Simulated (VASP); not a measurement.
Runs of VASP 6.6.1 on Pb. The structure is that of space group P6_3/mmc (No. 194), or close to it. The cells are those of the table. This isn't the form of Pb at room conditions, which is fcc.

```tsv
cell	further INCAR settings	gap on the mesh (eV)	pressure (GPa)
a = 3.528, b = 3.528, c = 5.440 Å, angles 90.0, 90.0, 120.0°, 2 atoms	ALGO = Fast; EDIFF = 1e-06; NBANDS = 21	none	1.7
a = 3.189, b = 3.189, c = 6.658 Å, angles 90.0, 90.0, 120.0°, 2 atoms	ALGO = Fast; EDIFF = 1e-07; NBANDS = 21	none	(a)
a = 3.371, b = 3.371, c = 5.957 Å, angles 90.0, 90.0, 120.0°, 2 atoms	ALGO = Fast; EDIFF = 1e-06; NBANDS = 21	none	(b)
a = 3.749, b = 3.749, c = 4.817 Å, angles 90.0, 90.0, 120.0°, 2 atoms	ALGO = Fast; EDIFF = 1e-06; NBANDS = 21	none	3.7
a = 3.275, b = 3.275, c = 6.312 Å, angles 90.0, 90.0, 120.0°, 2 atoms	ALGO = Fast; EDIFF = 1e-06; NBANDS = 21	none	3.1
a = 3.674, b = 3.674, c = 5.016 Å, angles 90.0, 90.0, 120.0°, 2 atoms	ALGO = Fast; EDIFF = 1e-07; NBANDS = 21	none	2.9
a = 3.578, b = 3.578, c = 5.288 Å, angles 90.0, 90.0, 120.0°, 2 atoms	ALGO = Fast; EDIFF = 1e-06; NBANDS = 21	none	2.0
a = 3.424, b = 3.424, c = 5.775 Å, angles 90.0, 90.0, 120.0°, 2 atoms	ALGO = Fast; EDIFF = 1e-06; NBANDS = 21	none	1.6
```

Alike in all rows: task single point; level PBE+D3(BJ); potentials or basis VASP PAW PBE potentials, release 64 (Pb_d); no spin polarisation; k mesh 18 × 18 × 10; cutoff (eV) 520; smearing gaussian 0.15 eV.

Task: Fill in the values left out.

Result: (a) 5.3; (b) 1.9.

Caveats: spin-orbit coupling is left out, which moves the levels of the heavy elements; the cell stands under pressure (at least some runs).

A k mesh can miss the band edges, and the runs leave out spin-orbit coupling on Pb.

A gap of «none» marks levels without a gap at the run's occupations.
